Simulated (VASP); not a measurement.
Here is a VASP 6.6.1 calculation.

File INCAR:

```
SYSTEM = TiN
PREC = Accurate
ENCUT = 520
EDIFF = 1E-8
ISMEAR = -1
SIGMA = 0.05
LREAL = .False.
LASPH = .True.
NELM = 60
ALGO = Normal
ISIF = 2
LWAVE = .False.
LCHARG = .False.
GGA = PS
LEFG = .True.
NBANDS = 16
```

Contents of KPOINTS:

```
Automatic mesh
0
Gamma
  17 17 17
  0 0 0
```

The input POSCAR:

```
TiN
1.0
    0.0000000000      2.0786817227      2.0786817227
    2.0786817227      0.0000000000      2.0786817227
    2.0786817227      2.0786817227      0.0000000000
Ti N
1 1
Direct
    0.0000000000      0.0000000000      0.0000000000
    0.5000000000      0.5000000000      0.5000000000
```

Potentials or basis: VASP PAW PBE potentials, release 64 (Ti_sv, N).

Launch:

```console
$ cat potpaw_PBE.64/Ti_sv/POTCAR potpaw_PBE.64/N/POTCAR > POTCAR
$ mpirun -np 1 vasp_std > vasp.out
```

What does it give for the pressure?

11.3 GPa.

Caveat: without QUAD_EFG the Cq values of the log hold for a quadrupole moment of 1 mb, not for the nuclei; the PAW data sets were made with another functional, which shifts forces and pressure a little.
